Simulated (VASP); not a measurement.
# GaRe2Sb3 (P-3m1) in VASP: a series of runs, part 2 of 2

VASP 6.6.1. The steps go on from the part before.

### Step 5. Relaxation of cell and atoms, PBE

INCAR reads:

```
SYSTEM = GaRe2Sb3
PREC = Accurate
ENCUT = 600
EDIFF = 1E-6
ISMEAR = 0
SIGMA = 0.1
LREAL = .False.
LASPH = .True.
NELM = 60
ALGO = Fast
ISIF = 3
LWAVE = .False.
LCHARG = .False.
GGA = PE
IBRION = 2
NSW = 90
EDIFFG = -0.04
```

KPOINTS reads:

```
Automatic mesh
0
Gamma
  6 6 4
  0 0 0
```

POSCAR reads:

```
GaRe2Sb3
1.0
    4.5496099468      0.0000000000      0.0000000000
   -2.2748049734      3.9400777912      0.0000000000
    0.0000000000      0.0000000000      7.4497505164
Ga Re Sb
1 2 3
Direct
    0.0000000000      0.0000000000      0.5000000000
    0.6666666667      0.3333333333      0.0949082912
    0.3333333333      0.6666666667      0.9050917088
    0.0000000000      0.0000000000      0.0000000000
    0.6666666667      0.3333333333      0.7264270132
    0.3333333333      0.6666666667      0.2735729868
```

Potentials or basis: VASP PAW PBE potentials, release 64 (Ga_d, Re, Sb).

On the command line:

```
cat potpaw_PBE.64/Ga_d/POTCAR potpaw_PBE.64/Re/POTCAR potpaw_PBE.64/Sb/POTCAR > POTCAR
mpirun -np 1 vasp_std > vasp.out
```

OUTCAR:

```text
SYSTEM = GaRe2Sb3
   PREC = Accurate
   ENCUT = 600
   EDIFF = 1E-6
   ISMEAR = 0
   LREAL = .False.
   LASPH = .True.
   NELM = 60
   ISIF = 3
   GGA = PE
   IBRION = 2
   NSW = 90
   EDIFFG = -0.04

 ion  position               nearest neighbor table
   1  0.000  0.000  0.500-   5 3.12   6 3.12   6 3.12   5 3.12   5 3.12   6 3.12
   2  0.667  0.333  0.095-   4 2.72   4 2.72   4 2.72   5 2.75   6 2.94   6 2.94   6 2.94   3 2.98
                             3 2.98   3 2.98
   3  0.333  0.667  0.905-   4 2.72   4 2.72   4 2.72   6 2.75   5 2.94   5 2.94   5 2.94   2 2.98
                             2 2.98   2 2.98
   4  0.000  0.000  0.000-   2 2.72   3 2.72   3 2.72   2 2.72   2 2.72   3 2.72   5 3.32   6 3.32
                             5 3.32   6 3.32   5 3.32   6 3.32
   5  0.667  0.333  0.726-   2 2.75   3 2.94   3 2.94   3 2.94   1 3.12   1 3.12   1 3.12   4 3.32
                             4 3.32   4 3.32
   6  0.333  0.667  0.274-   3 2.75   2 2.94   2 2.94   2 2.94   1 3.12   1 3.12   1 3.12   4 3.32
                             4 3.32   4 3.32

  LATTYP: Found a hexagonal cell.
 ALAT       =     4.5496099468
 C/A-ratio  =     1.6374481776

  Lattice vectors:

 A1 = (   4.5496099468,   0.0000000000,   0.0000000000)
 A2 = (  -2.2748049734,   3.9400777912,   0.0000000000)
 A3 = (   0.0000000000,   0.0000000000,   7.4497505164)

Analysis of symmetry for initial positions (statically):
=====================================================================
 Subroutine PRICEL returns:
 Original cell was already a primitive cell.

 Routine SETGRP: Setting up the symmetry group for a
 hexagonal supercell.

 Subroutine GETGRP returns: Found 12 space group operations
 (whereof 12 operations were pure point group operations)
 out of a pool of 24 trial point group operations.

The static configuration has the point symmetry D_3d.

Analysis of symmetry for dynamics (positions and initial velocities):
=====================================================================
 Subroutine PRICEL returns:
 Original cell was already a primitive cell.

 Routine SETGRP: Setting up the symmetry group for a
 hexagonal supercell.

 Subroutine GETGRP returns: Found 12 space group operations
 (whereof 12 operations were pure point group operations)
 out of a pool of 24 trial point group operations.

The dynamic configuration has the point symmetry D_3d.

 Subroutine INISYM returns: Found 12 space group operations
 (whereof 12 operations are pure point group operations),
 and found     1 'primitive' translations

----------------------------------------------------------------------------------------

                                     Primitive cell

  volume of cell :     133.5429

[... 136 lines left out ...]

 number of electron      41.9999991 magnetization

 Free energy of the ion-electron system (eV)
  ---------------------------------------------------
  ext. energy  EPLUGINS =         0.00000000
  ---------------------------------------------------
  free energy    TOTEN  =       -37.21540206 eV

  energy without entropy =      -37.18936716  energy(sigma->0) =      -37.20238461

------------------------ aborting loop because EDIFF is reached ----------------------------------------

  FORCE on cell =-STRESS in cart. coord.  units (eV):
  Direction    XX          YY          ZZ          XY          YZ          ZX
  --------------------------------------------------------------------------------------
  -------------------------------------------------------------------------------------
  Total        0.0702540      0.0702540     -0.1931754      0.0000000      0.0000000      0.0000000
  in kB        0.8428712      0.8428712     -2.3176175      0.0000000      0.0000000      0.0000000
  external PRESSURE =      -0.2106250 kB  Pullay stress =       0.0000000 kB

 VOLUME and BASIS-vectors are now :
 -----------------------------------------------------------------------------
  energy-cutoff  :      600.00
  volume of cell :      133.54
      direct lattice vectors                 reciprocal lattice vectors
     4.549609947  0.000000000  0.000000000     0.219799062  0.126901048  0.000000000
    -2.274804973  3.940077791  0.000000000     0.000000000  0.253802096  0.000000000
     0.000000000  0.000000000  7.449750516     0.000000000  0.000000000  0.134232683

 POSITION                                       TOTAL-FORCE (eV/Angst)
 -----------------------------------------------------------------------------------
      0.00000      0.00000      3.72488         0.000000      0.000000      0.000000
      2.27480      1.31336      0.70704        -0.000000      0.000000     -0.042501
     -0.00000      2.62672      6.74271         0.000000      0.000000      0.042501
      0.00000      0.00000      0.00000         0.000000      0.000000      0.000000
      2.27480      1.31336      5.41170        -0.000000     -0.000000      0.007578
     -0.00000      2.62672      2.03805         0.000000      0.000000     -0.007578
 -----------------------------------------------------------------------------------
    total drift:                                0.000000     -0.000000      0.000000

  FREE ENERGIE OF THE ION-ELECTRON SYSTEM (eV)
  ---------------------------------------------------
  free  energy   TOTEN  =       -37.2154020578 eV

  energy  without entropy=      -37.1893671614  energy(sigma->0) =      -37.20238461

--------------------------------------- Ionic step        2  -------------------------------------------

 number of electron      41.9999990 magnetization

 Free energy of the ion-electron system (eV)
  ---------------------------------------------------
  ext. energy  EPLUGINS =         0.00000000
  ---------------------------------------------------
  free energy    TOTEN  =       -37.21563430 eV

  energy without entropy =      -37.18988400  energy(sigma->0) =      -37.20275915

 E-fermi :   7.5128     XC(G=0): -10.8743

 val. band max:        7.5076859383   @ k =   0.5000   0.0000   0.5000
 cond. band min:       7.5224895650   @ k =   0.3333  -0.0000   0.5000
 fundamental gap:      0.0148036267
 Fermi energy:         7.5128314369

 k-point     1 :       0.0000    0.0000    0.0000
  band No.  band energies     occupation
      1      -7.4481      2.00000
      2      -7.4481      2.00000
      3      -7.4296      2.00000
      4      -7.4263      2.00000
      5      -7.4263      2.00000
      6      -5.3074      2.00000
[... 661 lines left out ...]
     24       8.8709      0.00000
     25       9.8362      0.00000

------------------------ aborting loop because EDIFF is reached ----------------------------------------

  FORCE on cell =-STRESS in cart. coord.  units (eV):
  Direction    XX          YY          ZZ          XY          YZ          ZX
  --------------------------------------------------------------------------------------
  -------------------------------------------------------------------------------------
  Total        0.0338212      0.0338212      0.0615871      0.0000000      0.0000000      0.0000000
  in kB        0.4059420      0.4059420      0.7392034      0.0000000      0.0000000      0.0000000
  external PRESSURE =       0.5170291 kB  Pullay stress =       0.0000000 kB

 VOLUME and BASIS-vectors are now :
 -----------------------------------------------------------------------------
  energy-cutoff  :      600.00
  volume of cell :      133.49
      direct lattice vectors                 reciprocal lattice vectors
     4.552179901  0.000000000  0.000000000     0.219674974  0.126829405 -0.000000000
    -2.276089951  3.942303437 -0.000000000     0.000000000  0.253658810  0.000000000
     0.000000000  0.000000000  7.438179446    -0.000000000  0.000000000  0.134441500

 POSITION                                       TOTAL-FORCE (eV/Angst)
 -----------------------------------------------------------------------------------
      0.00000      0.00000      3.71909         0.000000      0.000000     -0.000000
      2.27609      1.31410      0.70390         0.000000     -0.000000      0.018501
     -0.00000      2.62820      6.73428        -0.000000      0.000000     -0.018501
      0.00000      0.00000      0.00000         0.000000      0.000000     -0.000000
      2.27609      1.31410      5.40366        -0.000000     -0.000000     -0.028098
     -0.00000      2.62820      2.03452         0.000000      0.000000      0.028098
 -----------------------------------------------------------------------------------
    total drift:                               -0.000000     -0.000000      0.000000

  FREE ENERGIE OF THE ION-ELECTRON SYSTEM (eV)
  ---------------------------------------------------
  free  energy   TOTEN  =       -37.2156342955 eV

  energy  without entropy=      -37.1898840032  energy(sigma->0) =      -37.20275915

 reached required accuracy - stopping structural energy minimisation
```

Run time: 11 min. Hardware: 1 thread of Oxide Virtual Turin-like, shared host; peak memory 0.32 GiB.

What came out:

| Quantity | Value |
| --- | --- |
| Free energy | -37.2156 eV |
| Relaxed volume | 22.25 Å³/atom |
| Relaxed cell | a = 4.552 Å, b = 4.552 Å, c = 7.438 Å, α = 90.00°, β = 90.00°, γ = 120.00° |
| Space group after relaxing (to 0.1 Å) | P-3m1 (No. 164) |
| Energy gained by relaxing | 0.0 meV/atom |
| Ionic steps | 2 |
| Pressure after relaxing | 0.1 GPa |
| Largest force after relaxing | 0.028 eV/Å |
| Band gap on the k mesh | zero (bands 21 and 22 overlap by 1.05 eV) |

Forces in eV/Å, atoms in the order of the input:
```
Ga   0.000  0.000  0.000
Re   0.000  0.000  0.019
Re   0.000  0.000 -0.019
Sb   0.000  0.000  0.000
Sb   0.000  0.000 -0.028
Sb   0.000  0.000  0.028
```

Step by step:
| step | energy change (eV) | largest force (eV/Å) | pressure (GPa) | volume (Å³) |
| --- | --- | --- | --- | --- |
| 1 | 0.0000 | 0.0425 | -0.02 | 133.54 |
| 2 | -0.0002 | 0.0281 | 0.05 | 133.49 |

Final structure:
```
Ga Re Sb
1.0
     4.55218    0.00000    0.00000
    -2.27609    3.94230    0.00000
     0.00000    0.00000    7.43818
Ga Re Sb
1 2 3
Cartesian
  0.0000 0.0000 3.7191
  2.2761 1.3141 0.7039
  0.0000 2.6282 6.7343
  0.0000 0.0000 0.0000
  2.2761 1.3141 5.4037
  0.0000 2.6282 2.0345
```

Caveat: spin-orbit coupling is left out, which moves the levels of the heavy elements.

### Step 6. Single point, PBE

This run uses another cell than the first one, of 22.13 Å³/atom.

INCAR reads:

```
  PREC = Accurate
  ENCUT = 520
  EDIFF = 1E-6
  ISMEAR = 0
  SIGMA = 0.1
  LREAL = False
  LASPH = True
  NELM = 80
  ALGO = Fast
  ISIF = 2
  LWAVE = False
  LCHARG = False
  GGA = PE
  NBANDS = 30
```

KPOINTS reads:

```
Automatic mesh
0
Gamma
  12 12 6
```

POSCAR reads:

```
GaRe2Sb3
1.0
    4.5578073087      0.0000000000      0.0000000000
   -2.2789036543      3.9471769149      0.0000000000
    0.0000000000      0.0000000000      7.3801284195
Ga Re Sb
1 2 3
Direct
    0.0000000000      0.0000000000      0.5000000000
    0.6666666667      0.3333333333      0.0954362734
    0.3333333333      0.6666666667      0.9045637266
    0.0000000000      0.0000000000      0.0000000000
    0.6666666667      0.3333333333      0.7244652576
    0.3333333333      0.6666666667      0.2755347424
```

Potentials or basis: VASP PAW PBE potentials, release 64 (Ga_d, Re, Sb).

On the command line:

```
cat potpaw_PBE.64/Ga_d/POTCAR potpaw_PBE.64/Re/POTCAR potpaw_PBE.64/Sb/POTCAR > POTCAR
mpirun -np 1 vasp_std > vasp.out
```

OUTCAR:

```text
PREC = Accurate
   ENCUT = 520
   EDIFF = 1E-6
   ISMEAR = 0
   LREAL = False
   LASPH = True
   NELM = 80
   ISIF = 2
   GGA = PE

 ion  position               nearest neighbor table
   1  0.000  0.000  0.500-   5 3.11   6 3.11   6 3.11   5 3.11   5 3.11   6 3.11
   2  0.667  0.333  0.095-   4 2.72   4 2.72   4 2.72   5 2.74   6 2.95   6 2.95   6 2.95   3 2.98
                             3 2.98   3 2.98
   3  0.333  0.667  0.905-   4 2.72   4 2.72   4 2.72   6 2.74   5 2.95   5 2.95   5 2.95   2 2.98
                             2 2.98   2 2.98
   4  0.000  0.000  0.000-   2 2.72   3 2.72   3 2.72   2 2.72   2 2.72   3 2.72   5 3.33   6 3.33
                             5 3.33   6 3.33   5 3.33   6 3.33
   5  0.667  0.333  0.724-   2 2.74   3 2.95   3 2.95   3 2.95   1 3.11   1 3.11   1 3.11   4 3.33
                             4 3.33   4 3.33
   6  0.333  0.667  0.276-   3 2.74   2 2.95   2 2.95   2 2.95   1 3.11   1 3.11   1 3.11   4 3.33
                             4 3.33   4 3.33

  LATTYP: Found a hexagonal cell.
 ALAT       =     4.5578073087
 C/A-ratio  =     1.6192278259

  Lattice vectors:

 A1 = (   4.5578073087,   0.0000000000,   0.0000000000)
 A2 = (  -2.2789036543,   3.9471769149,   0.0000000000)
 A3 = (   0.0000000000,   0.0000000000,   7.3801284195)

Analysis of symmetry for initial positions (statically):
=====================================================================
 Subroutine PRICEL returns:
 Original cell was already a primitive cell.

 Routine SETGRP: Setting up the symmetry group for a
 hexagonal supercell.

 Subroutine GETGRP returns: Found 12 space group operations
 (whereof 12 operations were pure point group operations)
 out of a pool of 24 trial point group operations.

The static configuration has the point symmetry D_3d.

Analysis of symmetry for dynamics (positions and initial velocities):
=====================================================================
 Subroutine PRICEL returns:
 Original cell was already a primitive cell.

 Routine SETGRP: Setting up the symmetry group for a
 hexagonal supercell.
[... 132 lines left out ...]
     AMIX     =   0.40;   BMIX     =  1.00
     AMIX_MAG =   1.60;   BMIX_MAG =  1.00
  volume/ion in A,a.u.               =      22.13       149.33
  Fermi-wavevector in a.u.,A,eV,Ry     =   1.115465  2.107922 16.929201  1.244261
  Thomas-Fermi vector in A             =   2.252069
   LORBIT       =      0    0 simple, 1 ext, 2 COOP (PROOUT), +10 PAW based schemes
   GGA     = PE    functional components
   LHFCALC =     F    Hartree Fock is set to
   AEXX    =    0.0000 exact exchange contribution
   IVDW    =     0    specifies the selected vdW correction
   LEPSILON=     F    determine dielectric tensor
   LRPA    =     F    only Hartree local field effects (RPA)
 non-spin polarized calculation
 RMM-DIIS sequential band-by-band and
 Gauss-broadening in eV      SIGMA  =   0.10
  energy-cutoff  :      520.00
  volume of cell :      132.77
 maximum number of plane-waves:      3652
 NGX is ok and might be reduce to    36
   NGX = 17   NGY = 17   NGZ = 27

 number of electron      41.9999986 magnetization

 Free energy of the ion-electron system (eV)
  ---------------------------------------------------
  ext. energy  EPLUGINS =         0.00000000
  ---------------------------------------------------
  free energy    TOTEN  =       -37.19251647 eV

  energy without entropy =      -37.16293669  energy(sigma->0) =      -37.17772658

 E-fermi :   7.5739     XC(G=0): -10.9093

 val. band max:        7.5695060267   @ k =   0.2500   0.0833   0.0000
 cond. band min:       7.5761520899   @ k =  -0.1667   0.5000   0.1667
 fundamental gap:      0.0066460632
 Fermi energy:         7.5738869000

 k-point     1 :       0.0000    0.0000    0.0000
  band No.  band energies     occupation
      1      -7.3808      2.00000
      2      -7.3808      2.00000
      3      -7.3608      2.00000
      4      -7.3578      2.00000
      5      -7.3578      2.00000
      6      -5.2448      2.00000
[... 781 lines left out ...]
     29      10.9413      0.00000
     30      11.5011      0.00000

 [... further k-points ...]
[... 5 lines left out ...]
  --------------------------------------------------------------------------------------
  -------------------------------------------------------------------------------------
  Total       -0.0361190     -0.0361190     -0.0516779     -0.0000000      0.0000000      0.0000000
  in kB       -0.4358522     -0.4358522     -0.6236039     -0.0000000      0.0000000      0.0000000
  external PRESSURE =      -0.4984361 kB  Pullay stress =       0.0000000 kB

 VOLUME and BASIS-vectors are now :
 -----------------------------------------------------------------------------
  energy-cutoff  :      520.00
  volume of cell :      132.77
      direct lattice vectors                 reciprocal lattice vectors
     4.557807309  0.000000000  0.000000000     0.219403747  0.126672812  0.000000000
    -2.278903654  3.947176915  0.000000000     0.000000000  0.253345624  0.000000000
     0.000000000  0.000000000  7.380128420     0.000000000  0.000000000  0.135498997

 POSITION                                       TOTAL-FORCE (eV/Angst)
 -----------------------------------------------------------------------------------
      0.00000      0.00000      3.69006        -0.000000      0.000000     -0.000000
      2.27890      1.31573      0.70433         0.000000      0.000000      0.027088
     -0.00000      2.63145      6.67580         0.000000     -0.000000     -0.027088
      0.00000      0.00000      0.00000        -0.000000      0.000000     -0.000000
      2.27890      1.31573      5.34665        -0.000000      0.000000      0.009999
     -0.00000      2.63145      2.03348         0.000000     -0.000000     -0.009999
 -----------------------------------------------------------------------------------
    total drift:                                0.000000     -0.000000      0.000000

  FREE ENERGIE OF THE ION-ELECTRON SYSTEM (eV)
  ---------------------------------------------------
  free  energy   TOTEN  =       -37.1925164730 eV

  energy  without entropy=      -37.1629366912  energy(sigma->0) =      -37.17772658
```

It took 20 min on 1 thread of Oxide Virtual Turin-like, shared host; peak memory 0.51 GiB.

What came out:

```yaml
Free_energy: -37.1925 eV
Pressure: 0.0 GPa
Largest_force: 0.027 eV/Å
Band_gap_on_the_k_mesh: zero (bands 21 and 22 overlap by 1.04 eV)
```

Forces on the atoms (eV/Å):
```
Ga   0.000  0.000  0.000
Re   0.000  0.000  0.027
Re   0.000  0.000 -0.027
Sb   0.000  0.000  0.000
Sb   0.000  0.000  0.010
Sb   0.000  0.000 -0.010
```

Levels at points of the mesh, in eV from the Fermi level:
| k point | band 17 | band 18 | band 19 | band 20 | band 21 | band 22 | band 23 | band 24 | band 25 | band 26 |
| --- | --- | --- | --- | --- | --- | --- | --- | --- | --- | --- |
| (0.00, 0.00, 0.00) | -1.32 | -1.05 | -1.05 | -0.20 | 0.32 | 0.32 | 1.23 | 1.60 | 1.60 | 2.16 |
| (0.50, 0.00, 0.00) | -2.36 | -2.32 | -1.21 | -0.87 | -0.41 | -0.26 | 0.50 | 1.56 | 1.83 | 2.62 |
| (0.00, 0.00, 0.50) | -1.28 | -1.23 | -1.23 | -0.76 | 0.46 | 0.97 | 0.97 | 1.33 | 1.33 | 2.46 |
| (0.50, 0.00, 0.50) | -2.70 | -1.91 | -1.56 | -0.89 | -0.58 | 0.01 | 0.57 | 0.96 | 1.94 | 2.23 |

Caveat: spin-orbit coupling is left out, which moves the levels of the heavy elements.

### Step 7. Overview

```tsv
task	cell	k mesh	cutoff (eV)	gap on the mesh (eV)	pressure (GPa)	largest force (eV/Å)
single point	a = 4.550, b = 4.550, c = 7.450 Å, angles 90.0, 90.0, 120.0°, 6 atoms, atomic positions A	6 × 6 × 2	520	none	0.0	0.04
single point	a = 4.552, b = 4.552, c = 7.592 Å, angles 90.0, 90.0, 120.0°, 6 atoms, atomic positions B	6 × 6 × 2	520	none	8.1	1.83
single point	a = 4.552, b = 4.552, c = 7.442 Å, angles 90.0, 90.0, 120.0°, 6 atoms, atomic positions C	6 × 6 × 4	520	none	-0.1	0.03
relaxation of cell and atoms	relaxed from a = 4.550, b = 4.550, c = 7.450 Å, angles 90.0, 90.0, 120.0°, 6 atoms, atomic positions A	6 × 6 × 4	600	none	0.1	0.03
single point	a = 4.558, b = 4.558, c = 7.380 Å, angles 90.0, 90.0, 120.0°, 6 atoms, atomic positions D	12 × 12 × 6	520	none	0.0	0.03
```

Alike in all rows: level PBE; potentials or basis VASP PAW PBE potentials, release 64 (Ga_d, Re, Sb); no spin polarisation; smearing gaussian 0.1 eV.

Caveats: some runs use coarse meshes; spin-orbit coupling is left out, which moves the levels of the heavy elements; forces of over 1 eV/Å act on the atoms, so gaps and moduli don't describe the material at rest (at least some runs).

Total energies depend on the potentials used, so only differences within one code and one set of settings carry meaning.

The gap in the log of VASP goes by the Fermi energy; the results here count the filled bands.